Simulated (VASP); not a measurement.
A run of VASP 6.6.1 is set up as follows.

The input POSCAR:

```
PtS2
1.0
    1.7644429029      1.0187015850      5.5230462153
   -1.7644429029      1.0187015850      5.5230462153
    0.0000000000     -2.0374031699      5.5230462153
Pt S
1 2
Direct
    0.0000000000      0.0000000000      0.0000000000
    0.2583047871      0.2583047871      0.2583047871
    0.7416952129      0.7416952129      0.7416952129
```

File INCAR.step1:

```
  ALGO = Normal
  EDIFF = 1E-5
  ENCUT = 520
  GGA = PE
  ISIF = 2
  ISMEAR = 0
  LASPH = True
  LREAL = False
  LWAVE = True
  NBANDS = 18
  NELM = 100
  PREC = Accurate
  SIGMA = 0.2
```

INCAR.step2

```
  ALGO = Normal
  EDIFF = 1E-6
  ENCUT = 520
  GGA = PE
  HFSCREEN = 0.2079
  ISIF = 2
  ISMEAR = 0
  ISTART = 1
  LASPH = True
  LCHARG = True
  LELF = True
  LHFCALC = True
  LREAL = False
  LVHAR = True
  LWAVE = False
  NBANDS = 18
  NELM = 100
  PREC = Accurate
  PRECFOCK = Normal
  SIGMA = 0.2
```

The input KPOINTS:

```
k-points
0
Gamma
  4 4 4
```

Potentials or basis: VASP PAW PBE potentials, release 64 (Pt, S).

Run with:

```sh
$ cat potpaw_PBE.64/Pt/POTCAR potpaw_PBE.64/S/POTCAR > POTCAR
$ cp INCAR.step1 INCAR
$ mpirun -np 1 vasp_std > vasp.out
$ cp INCAR.step2 INCAR
$ mpirun -np 1 vasp_std > vasp.out
```

What does it give for the pressure?

-1.2 GPa.

Estimate the largest force.

0.380 eV/Å.

Forces on the atoms (eV/Å):
```
Pt   0.000  0.000  0.000
S    0.000  0.000  0.380
S    0.000  0.000 -0.380
```

Caveat: the k points lie up to 0.52 Å⁻¹ apart; the PAW data sets were made with another functional, which shifts forces and pressure a little.
